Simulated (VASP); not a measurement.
# Al16P15 (a cell with a defect) in VASP: relaxation of the atoms with PBE

Aim: the relaxation of the atoms of Al16P15 (a cell with a defect) with PBE.

All numbers are computed with VASP 6.6.1; they aren't measurements. Logs are shortened: lines on timing, memory, paths and dates and some standing lists are left out, and cuts for length are marked.

## (1) The cell of the first run

The cell holds a defect, 31 atoms: a = 9.539 Å, b = 9.539 Å, c = 9.539 Å, α = 109.47°, β = 109.47°, γ = 109.47°.

## (2) Relaxation of the atoms, PBE (atoms taken out)

Input file INCAR:

```
ALGO = Normal
EDIFF = 1E-7
EDIFFG = -0.025
ENCUT = 450
GGA = PE
GGA_COMPAT = F
IBRION = 2
ISIF = 2
ISMEAR = 0
LASPH = T
LCHARG = F
LREAL = Auto
LWAVE = F
NELECT = 120.0
NELM = 120
NELMIN = 4
NSW = 65
PREC = Accurate
SIGMA = 0.01
```

Input file KPOINTS:

```
Automatic mesh
0
Gamma
  2 2 2
  0.5 0.5 0.5
```

Input file POSCAR:

```
Al16P15
1.0
   -5.5073398843      5.5073398843     -5.5073398843
    5.5073398843     -5.5073398843     -5.5073398843
   -5.5073398843     -5.5073398843      5.5073398843
Al P
16 15
Direct
    0.5000000000      0.2784614501      0.2500000000
    0.2514662518      0.2523242749      0.5023242749
    0.0008580231      0.2485337482      0.7508580231
    0.7784614501      0.0000000000      0.2500000000
    0.7523242749      0.2523242749      0.0014662518
    0.5000000000      0.0000000000      0.5284614501
    0.2476757251      0.0000000000      0.7491419769
   -0.0008580231      0.7476757251      0.2500000000
    0.9991419769      1.0000000000      0.9976757251
    0.7523242749      0.7514662518      0.5023242749
    0.5000000000      0.7476757251      0.7491419769
    0.2476757251      0.4991419769      0.2500000000
    0.2215385499      0.7215385499     -0.0284614501
    0.0008580231      0.5008580231      0.4985337482
    0.7485337482      0.5008580231      0.7508580231
    0.5000000000      0.4991419769     -0.0023242749
    0.2466605777      0.0000000000      0.4974425580
    0.0000000000      0.0000000000      0.7500000000
    0.7474425580      0.7466605777      0.2500000000
    0.7474425580      0.0000000000     -0.0033394223
    0.5000000000      0.7466605777      0.4974425580
    0.2525574420      0.7525574420      0.7492180197
    0.0000000000      0.5000000000      0.2500000000
   -0.0007819803      0.7525574420      0.0025574420
    0.7533394223      0.5007819803      0.5033394223
    0.5000000000      0.5000000000      0.7500000000
    0.2466605777      0.2474425580      0.2500000000
    0.2525574420      0.4992180197      0.0025574420
    0.0007819803      0.2533394223      0.5033394223
    0.7533394223      0.2533394223      0.7507819803
    0.5000000000      0.2474425580     -0.0033394223
```

Potentials or basis: VASP PAW PBE potentials, release 64 (Al, P).

Started as:

```bash
$ cat potpaw_PBE.64/Al/POTCAR potpaw_PBE.64/P/POTCAR > POTCAR
$ mpirun -np 1 vasp_std > vasp.out
```

OUTCAR:

```text
EDIFF = 1E-7
   EDIFFG = -0.025
   ENCUT = 450
   GGA = PE
   IBRION = 2
   ISIF = 2
   ISMEAR = 0
   LASPH = T
   LREAL = Auto
   NELECT = 120.0
   NELM = 120
   NELMIN = 4
   NSW = 65
   PREC = Accurate

 ion  position               nearest neighbor table
   1  0.500  0.278  0.250-  25 2.33  27 2.33  31 2.33
   2  0.251  0.252  0.502-  26 2.37  17 2.38  27 2.38  29 2.40
   3  0.001  0.249  0.751-  18 2.37  29 2.38  30 2.38  28 2.40
   4  0.778  0.000  0.250-  29 2.33  20 2.33  19 2.33
   5  0.752  0.252  0.001-  23 2.37  20 2.38  31 2.38  30 2.40
   6  0.500  0.000  0.528-  30 2.33  21 2.33  17 2.33
   7  0.248  0.000  0.749-  18 2.37  31 2.38  22 2.38  17 2.40
   8  0.999  0.748  0.250-  23 2.37  17 2.38  24 2.38  19 2.40
   9  0.999  0.000  0.998-  18 2.37  27 2.38  24 2.38  20 2.40
  10  0.752  0.751  0.502-  18 2.37  19 2.38  21 2.38  25 2.40
  11  0.500  0.748  0.749-  26 2.37  20 2.38  22 2.38  21 2.40
  12  0.248  0.499  0.250-  23 2.37  21 2.38  28 2.38  27 2.40
  13  0.222  0.722  0.972-  22 2.33  24 2.33  28 2.33
  14  0.001  0.501  0.499-  23 2.37  25 2.38  29 2.38  22 2.40
  15  0.749  0.501  0.751-  26 2.37  25 2.38  30 2.38  24 2.40
  16  0.500  0.499  0.998-  26 2.37  19 2.38  28 2.38  31 2.40
  17  0.247  0.000  0.497-   6 2.33   2 2.38   8 2.38   7 2.40
  18  0.000  0.000  0.750-   3 2.37   7 2.37   9 2.37  10 2.37
  19  0.747  0.747  0.250-   4 2.33  16 2.38  10 2.38   8 2.40
[... 10 lines left out ...]
  30  0.753  0.253  0.751-   6 2.33   3 2.38  15 2.38   5 2.40
  31  0.500  0.247  0.997-   1 2.33   7 2.38   5 2.38  16 2.40

  LATTYP: Found a body centered cubic cell.
 ALAT       =    11.0146797686

  Lattice vectors:

 A1 = (  -5.5073398843,   5.5073398843,  -5.5073398843)
 A2 = (   5.5073398843,  -5.5073398843,  -5.5073398843)
 A3 = (  -5.5073398843,  -5.5073398843,   5.5073398843)

Analysis of symmetry for initial positions (statically):
=====================================================================
 Subroutine PRICEL returns:
 Original cell was already a primitive cell.

 Routine SETGRP: Setting up the symmetry group for a
 body centered cubic supercell.

 Subroutine GETGRP returns: Found 24 space group operations
 (whereof  2 operations were pure point group operations)
 out of a pool of 48 trial point group operations.

The static configuration has the point symmetry C_1h.
 The point group associated with its full space group is T_d .

Analysis of symmetry for dynamics (positions and initial velocities):
=====================================================================
 Subroutine PRICEL returns:
 Original cell was already a primitive cell.

 Routine SETGRP: Setting up the symmetry group for a
 body centered cubic supercell.

 Subroutine GETGRP returns: Found 24 space group operations
 (whereof  2 operations were pure point group operations)
 out of a pool of 48 trial point group operations.

The dynamic configuration has the point symmetry C_1h.
 The point group associated with its full space group is T_d .

 Subroutine INISYM returns: Found 24 space group operations
 (whereof  2 operations are pure point group operations),
 and found     1 'primitive' translations

----------------------------------------------------------------------------------------

                                     Primitive cell

  volume of cell :     668.1679

  direct lattice vectors                    reciprocal lattice vectors
    -5.507339884  5.507339884 -5.507339884    -0.090787932  0.000000000 -0.090787932
     5.507339884 -5.507339884 -5.507339884     0.000000000 -0.090787932 -0.090787932
    -5.507339884 -5.507339884  5.507339884    -0.090787932 -0.090787932  0.000000000

  length of vectors
     9.538992494  9.538992494  9.538992494     0.128393525  0.128393525  0.128393525

  position of ions in fractional coordinates (direct lattice)
     0.500000000  0.278461450  0.250000000
     0.251466252  0.252324275  0.502324275
     0.000858023  0.248533748  0.750858023
     0.778461450  0.000000000  0.250000000
     0.752324275  0.252324275  0.001466252
     0.500000000  0.000000000  0.528461450
[... 23 lines left out ...]
     0.753339422  0.253339422  0.750781980
     0.500000000  0.247442558  0.996660578

  ion indices of the primitive-cell ions
   primitive index   ion index
                 1           1
                 2           2
                 3           3
                 4           4
                 5           5
                 6           6
[... 23 lines left out ...]
                30          30
                31          31

----------------------------------------------------------------------------------------

 KPOINTS: Automatic mesh

Automatic generation of k-mesh.
 Grid dimensions read from file:
 generate k-points for:    2    2    2

 Generating k-lattice:

  Cartesian coordinates                     Fractional coordinates (reciprocal lattice)
    -0.045393966  0.000000000 -0.045393966     0.500000000  0.000000000  0.000000000
     0.000000000 -0.045393966 -0.045393966     0.000000000  0.500000000  0.000000000
    -0.045393966 -0.045393966  0.000000000     0.000000000  0.000000000  0.500000000

  Length of vectors
     0.064196763  0.064196763  0.064196763

  Shift w.r.t. Gamma in fractional coordinates (k-lattice)
     0.500000000  0.500000000  0.500000000

 Subroutine IBZKPT returns following result:
 ===========================================

 Found      2 irreducible k-points:

 Following reciprocal coordinates:
            Coordinates               Weight
  0.250000  0.250000  0.250000      2.000000
 -0.250000  0.250000  0.250000      6.000000
   k-points           NKPTS =      2   k-points in BZ     NKDIM =      2   number of bands    NBANDS=     76
   number of dos      NEDOS =    301   number of ions     NIONS =     31
   total plane-waves  NPLWV = 343000
   dimension x,y,z NGX =    70 NGY =   70 NGZ =   70
   dimension x,y,z NGXF=   140 NGYF=  140 NGZF=  140
   ions per type =              16  15
   NGX,Y,Z   is equivalent  to a cutoff of  12.20, 12.20, 12.20 a.u.
   NGXF,Y,Z  is equivalent  to a cutoff of  24.40, 24.40, 24.40 a.u.
 SYSTEM =  unknown system
   PREC   = accura    normal or accurate (medium, high low for compatibility)
   ISTART =      0    job   : 0-new  1-cont  2-samecut
   ICHARG =      2    charge: 1-file 2-atom 10-const
   ISPIN  =      1    spin polarized calculation?
   LNONCOLLINEAR =      F non collinear calculations
   LSORBIT =      F    spin-orbit coupling
   LASPH  =      T    aspherical Exc in radial PAW
   ENCUT  =  450.0 eV  33.07 Ry    5.75 a.u.  16.50 16.50 16.50*2*pi/ulx,y,z
   NELM   =    120;   NELMIN=  4; NELMDL= -5     # of ELM steps
   EDIFF  = 0.1E-06   stopping-criterion for ELM
   LREAL  =      T    real-space projection
   EDIFFG = -.3E-01   stopping-criterion for IOM
   NSW    =     65    number of steps for IOM
   IBRION =      2    ionic relax: 0-MD 1-quasi-New 2-CG
   NFREE  =      1    steps in history (QN), initial steepest desc. (CG)
   ISIF   =      2    stress and relaxation
   ISYM   =      2    0-nonsym 1-usesym 2-fastsym
   POTIM  = 0.5000    time-step for ionic-motion
   TEBEG  =    0.0;   TEEND  =   0.0 temperature during run
   PSTRESS=    0.0 pullay stress
   NELECT =     120.0000    total number of electrons
   NUPDOWN=      -1.0000    fix difference up-down
   EMIN   =  10.00;   EMAX   =-10.00  energy-range for DOS
   EFERMI =   0.00;   METHOD = LEGACY
   ISMEAR =     0;   SIGMA  =   0.01  broadening in eV -4-tet -1-fermi 0-gaus
   EFERMI_NEDOS =   21; number of points for ismear=-14 and -15
   IALGO  =     38    algorithm
   IMIX   =      4    mixing-type and parameters
     AMIX     =   0.40;   BMIX     =  1.00
     AMIX_MAG =   1.60;   BMIX_MAG =  1.00
  volume/ion in A,a.u.               =      21.55       145.45
  Fermi-wavevector in a.u.,A,eV,Ry     =   0.923648  1.745442 11.607490  0.853126
  Thomas-Fermi vector in A             =   2.049308
   LORBIT       =      0    0 simple, 1 ext, 2 COOP (PROOUT), +10 PAW based schemes
   GGA     = PE    functional components
   LHFCALC =     F    Hartree Fock is set to
   AEXX    =    0.0000 exact exchange contribution
   IVDW    =     0    specifies the selected vdW correction
   LEPSILON=     F    determine dielectric tensor
   LRPA    =     F    only Hartree local field effects (RPA)
 conjugate gradient relaxation of ions
 non-spin polarized calculation
 Gauss-broadening in eV      SIGMA  =   0.01
  energy-cutoff  :      450.00
  volume of cell :      668.17
 maximum number of plane-waves:     14540
 NGX is ok and might be reduce to    70
   NGX = 33   NGY = 33   NGZ = 33

--------------------------------------- Ionic step        1  -------------------------------------------

 number of electron     119.9999999 magnetization

 Free energy of the ion-electron system (eV)
  ---------------------------------------------------
  ext. energy  EPLUGINS =         0.00000000
  ---------------------------------------------------
  free energy    TOTEN  =      -171.11876304 eV

  energy without entropy =     -171.11876304  energy(sigma->0) =     -171.11876304

------------------------ aborting loop because EDIFF is reached ----------------------------------------

  FORCE on cell =-STRESS in cart. coord.  units (eV):
  Direction    XX          YY          ZZ          XY          YZ          ZX
  --------------------------------------------------------------------------------------
  -------------------------------------------------------------------------------------
  Total      -22.5739842    -22.5739842    -22.5739842      0.0000000      0.0000000     -0.0000000
  in kB      -54.1293945    -54.1293945    -54.1293945      0.0000000      0.0000000     -0.0000000
  external PRESSURE =     -54.1293945 kB  Pullay stress =       0.0000000 kB
[... 440 lines left out ...]
  energy  without entropy=     -171.6016140739  energy(sigma->0) =     -171.60161407

--------------------------------------- Ionic step        8  -------------------------------------------

 number of electron     119.9999998 magnetization

 Free energy of the ion-electron system (eV)
  ---------------------------------------------------
  ext. energy  EPLUGINS =         0.00000000
  ---------------------------------------------------
  free energy    TOTEN  =      -171.60306744 eV

  energy without entropy =     -171.60306744  energy(sigma->0) =     -171.60306744

 E-fermi :   3.6833     XC(G=0):  -8.7877

 val. band max:        3.6179284211   @ k =   0.2500   0.2500   0.2500
 cond. band min:       5.4211998959   @ k =  -0.2500   0.2500   0.2500
 fundamental gap:      1.8032714748
 Fermi energy:         3.6832557905

 k-point     1 :       0.2500    0.2500    0.2500
  band No.  band energies     occupation
      1      -6.6874      2.00000
      2      -6.6874      2.00000
      3      -6.6874      2.00000
      4      -6.4422      2.00000
      5      -5.4704      2.00000
      6      -5.4704      2.00000
[... 64 lines left out ...]
     71       7.0397      0.00000
     72       7.2552      0.00000

 k-point     2 :      -0.2500    0.2500    0.2500
  band No.  band energies     occupation
      1      -7.0403      2.00000
      2      -6.3156      2.00000
      3      -6.3156      2.00000
      4      -6.2656      2.00000
      5      -6.0701      2.00000
      6      -5.7952      2.00000
[... 64 lines left out ...]
     71       7.6975      0.00000
     72       7.6975      0.00000
 [bands above 72 left out]

------------------------ aborting loop because EDIFF is reached ----------------------------------------

  FORCE on cell =-STRESS in cart. coord.  units (eV):
  Direction    XX          YY          ZZ          XY          YZ          ZX
  --------------------------------------------------------------------------------------
  -------------------------------------------------------------------------------------
  Total      -19.2154355    -19.2154355    -19.2154355      0.0000000      0.0000000     -0.0000000
  in kB      -46.0760440    -46.0760440    -46.0760440      0.0000000      0.0000000     -0.0000000
  external PRESSURE =     -46.0760440 kB  Pullay stress =       0.0000000 kB
[... 46 lines left out ...]
  FREE ENERGIE OF THE ION-ELECTRON SYSTEM (eV)
  ---------------------------------------------------
  free  energy   TOTEN  =      -171.6030674396 eV

  energy  without entropy=     -171.6030674396  energy(sigma->0) =     -171.60306744

 reached required accuracy - stopping structural energy minimisation
```

Wall time 27 min (1 thread of Oxide Virtual Turin-like, shared host); peak memory 0.72 GiB.

Results:

```yaml
Free_energy: -171.6031 eV
Energy_gained_by_relaxing: 15.6 meV/atom
Ionic_steps: 8
Largest_force_after_relaxing: 0.024 eV/Å
```

Forces in eV/Å, atoms in the order of the input:
```
Al   0.007 -0.007 -0.007
Al  -0.007  0.019 -0.007
Al   0.019  0.007  0.007
Al  -0.007  0.007 -0.007
Al  -0.007 -0.007  0.019
Al  -0.007 -0.007  0.007
Al  -0.019 -0.007  0.007
Al  -0.007  0.007 -0.019
Al  -0.019  0.007 -0.007
Al   0.019 -0.007 -0.007
Al  -0.007 -0.019  0.007
Al   0.007 -0.007 -0.019
Al   0.007  0.007  0.007
Al   0.007  0.007  0.019
Al   0.007  0.019  0.007
Al   0.007 -0.019 -0.007
P   -0.023 -0.005  0.005
P    0.000  0.000  0.000
P   -0.005  0.005 -0.023
P   -0.023  0.005 -0.005
P   -0.005 -0.023  0.005
P    0.005  0.005  0.023
P    0.000  0.000  0.000
P    0.005  0.023  0.005
P    0.023 -0.005 -0.005
P    0.000  0.000  0.000
P    0.005 -0.005 -0.023
P    0.023  0.005  0.005
P   -0.005  0.023 -0.005
P   -0.005 -0.005  0.023
P    0.005 -0.023 -0.005
```

Step by step:
```csv
step,energy change (eV),largest force (eV/Å),pressure (GPa)
1,0.0000,0.9134,-5.41
2,-0.1543,0.7097,-5.26
3,-0.2922,0.3363,-4.94
4,-0.4167,0.2126,-4.80
5,-0.4645,0.1692,-4.62
6,-0.4828,0.0288,-4.63
7,-0.4829,0.0334,-4.63
8,-0.4843,0.0236,-4.61
```

Final structure:
```xyz
31
Lattice="-5.5073 5.5073 -5.5073 5.5073 -5.5073 -5.5073 -5.5073 -5.5073 5.5073" Properties=species:S:1:pos:R:3 pbc="T T T"
Al   -2.4437   -0.3100   -3.0636
Al   -2.7734   -2.7865   -0.0197
Al   -2.7865   -5.4876    2.7734
Al   -5.8173    3.0636   -3.0636
Al   -2.7734    2.7340   -5.5402
Al   -5.8173   -0.3100    0.3100
Al   -5.4745   -2.7734    2.7734
Al   -2.7734    0.0197   -8.2281
Al  -10.9818    0.0197   -0.0197
Al   -2.7865   -2.7734   -5.5271
Al   -2.7734   -5.4745   -2.7340
Al    0.0197   -2.7734   -2.7208
Al   -2.4437   -7.9510    0.3100
Al    0.0197   -5.4876   -0.0329
Al   -5.4876   -2.7865   -2.7340
Al   -5.4876   -5.4745   -0.0197
P     1.4238   -6.9007   -4.1140
P     1.3768   -9.6378   -1.3768
P    -1.3934   -1.3603   -6.8372
P    -9.5909   -1.3603    1.3603
P    -1.3934   -4.0835   -4.1140
P    -1.3603   -6.8676   -1.4238
P     1.3768   -4.1305   -1.3768
P    -1.3603    1.3299   -9.6213
P    -4.1775   -1.3934   -4.1471
P    -4.1305   -4.1305   -1.3768
P    -1.3603   -1.3934   -1.3299
P     1.3299   -1.3603   -4.1140
P    -1.3934   -4.1775    1.3603
P    -6.9007   -1.3934   -1.4238
P    -6.8676   -4.0835    1.3603
```

Levels at points of the mesh, in eV from the Fermi level:
| k point | band 57 | band 58 | band 59 | band 60 | band 61 | band 62 | band 63 | band 64 |
| --- | --- | --- | --- | --- | --- | --- | --- | --- |
| (0.25, 0.25, 0.25) | -0.11 | -0.07 | -0.07 | -0.07 | 1.76 | 2.60 | 2.60 | 2.60 |

Caveat: the cell carries a net charge on a neutralising background, which shifts energy and pressure; the cell differs from its parent crystal (atoms taken out); the cell is charged against a uniform background, so pressure and absolute levels hang on convention.
